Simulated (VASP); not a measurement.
A run of VASP 6.6.1 is set up as follows.

INCAR

```
PREC     = Accurate       # precision mode
ENCUT    = 520            # plane-wave cutoff, eV
EDIFF    = 1E-6           # SCF threshold, eV
ISMEAR   = -1             # smearing method
SIGMA    = 0.05           # smearing width, eV
LREAL    = False          # projectors in reciprocal space
LASPH    = True           # aspherical terms in the spheres
NELM     = 100            # most SCF steps
ALGO     = Normal         # electronic algorithm
ISIF     = 2              # what is computed and relaxed
LWAVE    = False          # write WAVECAR
LCHARG   = True           # write CHGCAR
GGA      = PE             # functional
LELF     = True           # ELF
LVHAR    = True         
NBANDS   = 8              # bands
```

The input KPOINTS:

```
Automatic mesh
0
Gamma
  12 12 12
```

File POSCAR:

```
Sb
1.0
   -1.5765401831      1.5765401831      2.7119384313
    1.5765401831     -1.5765401831      2.7119384313
    1.5765401831      1.5765401831     -2.7119384313
Sb
1
Direct
    0.0000000000      0.0000000000      0.0000000000
```

Potentials or basis: VASP PAW PBE potentials, release 64 (Sb).

Launch:

```console
$ cat potpaw_PBE.64/Sb/POTCAR > POTCAR
$ mpirun -np 1 vasp_std > vasp.out
```

(1) Predict the pressure.

## Answers

(1) 1.7 GPa.
